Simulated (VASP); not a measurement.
Write the native input for VASP 6.6.1 that does the following.

| Item | Value |
| --- | --- |
| Task | electric field gradients |
| Functional | r2SCAN |
| Potentials or basis | VASP PAW PBE potentials, release 64 (Al) |
| Cutoff | 520 eV |
| k mesh | 17 × 17 × 17 |
| Occupations | fermi-dirac, width 0.03 eV |
| Spin | no spin polarisation |
| Dipole correction | no |
| Further INCAR settings | ALGO = Normal; EDIFF = 1e-08; NBANDS = 8 |

Al:

```
CELL_PARAMETERS angstrom
0.00000 2.05061 2.05061
2.05061 0.00000 2.05061
2.05061 2.05061 0.00000
ATOMIC_POSITIONS crystal
Al 0.00000 0.00000 0.00000
```

This cell differs from its parent crystal: functional r2scan, volume scaled by 1.04.

These files were run (other wordings do the same):

POSCAR

```
Al
1.0
    0.0000000000      2.0506143701      2.0506143701
    2.0506143701      0.0000000000      2.0506143701
    2.0506143701      2.0506143701      0.0000000000
Al
1
Direct
    0.0000000000      0.0000000000      0.0000000000
```

INCAR.step1

```
SYSTEM = Al
PREC = Accurate
ENCUT = 520
ISMEAR = -1
SIGMA = 0.03
LREAL = .FALSE.
LASPH = .TRUE.
NELM = 80
NBANDS = 8
GGA = PE
ALGO = Normal
EDIFF = 1E-4
LWAVE = .TRUE.
LCHARG = .FALSE.
```

INCAR.step2

```
SYSTEM = Al
PREC = Accurate
ENCUT = 520
EDIFF = 1E-8
ISMEAR = -1
SIGMA = 0.03
LREAL = .FALSE.
LASPH = .TRUE.
NELM = 80
ALGO = Normal
ISIF = 2
LWAVE = .FALSE.
LCHARG = .FALSE.
METAGGA = R2SCAN
LMIXTAU = .TRUE.
LEFG = .TRUE.
NBANDS = 8
ISTART = 1
```

KPOINTS

```
regular mesh
0
G
  17 17 17
  0 0 0
```

Potentials or basis: VASP PAW PBE potentials, release 64 (Al).

Launch:

```bash
$ cat potpaw_PBE.64/Al/POTCAR > POTCAR
$ cp INCAR.step1 INCAR
$ mpirun -np 1 vasp_std > vasp.out
$ cp INCAR.step2 INCAR
$ mpirun -np 1 vasp_std > vasp.out
```

Results of the run:

The pressure is -6.4 GPa.

Caveat: without QUAD_EFG the Cq values of the log hold for a quadrupole moment of 1 mb, not for the nuclei; the PAW data sets were made with another functional, which shifts forces and pressure a little.

Wall time 4.3 min on 1 thread of AMD EPYC 7R13, on a shared host, peak memory 0.12 GiB.
